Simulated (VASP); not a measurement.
InSb2As3:

```
In Sb As
1.0
     0.00000    5.37509    5.37509
     5.37509    0.00000    5.37509
     5.37509    5.37509    0.00000
In Sb As
2 4 6
Direct
  0.00000 0.00000 0.00000
  0.25000 0.25000 0.25000
  0.62500 0.62500 0.62500
  0.62500 0.62500 0.12500
  0.62500 0.12500 0.62500
  0.12500 0.62500 0.62500
  0.12500 0.12500 0.12500
  0.12500 0.12500 0.62500
  0.12500 0.62500 0.12500
  0.62500 0.12500 0.12500
  0.75000 0.75000 0.75000
  0.50000 0.50000 0.50000
```

```yaml
Program: VASP 6.6.1
Task: relaxation of cell and atoms
Functional: PBE
Potentials_or_basis: VASP PAW PBE potentials, release 64 (In_d, Sb, As)
Cutoff: 600 eV
k_mesh: 4 × 4 × 4
Occupations: gaussian, width 0.1 eV
Spin: no spin polarisation
```

At the start: pressure 24.3 GPa; volume 25.88 Å³/atom.

Question: Where does the relaxation end?

Answer: Over 4 steps the energy falls by 585.7 meV/atom and the volume is 36.58 Å³/atom (+41.3 %); space group Fd-3m (No. 227, to 0.05 Å).

Step by step:
```tsv
step	energy change (eV)	largest force (eV/Å)	pressure (GPa)	volume (Å³)
1	0.0000	0.0000	24.31	310.59
2	-5.8795	0.0000	-3.68	522.72
3	-7.0261	0.0000	0.25	434.60
4	-7.0283	0.0000	-0.08	439.00
```

Final structure:
```cif
data_structure
_symmetry_space_group_name_H-M 'P 1'
_symmetry_Int_Tables_number 1
_cell_length_a 8.5308
_cell_length_b 8.5308
_cell_length_c 8.5308
_cell_angle_alpha 60.000
_cell_angle_beta 60.000
_cell_angle_gamma 60.000
_cell_volume 439.00
loop_
_atom_site_label
_atom_site_type_symbol
_atom_site_fract_x
_atom_site_fract_y
_atom_site_fract_z
_atom_site_occupancy
In1 In 0.00000 0.00000 0.00000 1
In2 In 0.25000 0.25000 0.25000 1
Sb1 Sb 0.62500 0.62500 0.62500 1
Sb2 Sb 0.62500 0.62500 0.12500 1
Sb3 Sb 0.62500 0.12500 0.62500 1
Sb4 Sb 0.12500 0.62500 0.62500 1
As1 As 0.12500 0.12500 0.12500 1
As2 As 0.12500 0.12500 0.62500 1
As3 As 0.12500 0.62500 0.12500 1
As4 As 0.62500 0.12500 0.12500 1
As5 As 0.75000 0.75000 0.75000 1
As6 As 0.50000 0.50000 0.50000 1
```

Caveat: the volume moved by over 15 % at a fixed basis, so the end points are rough.
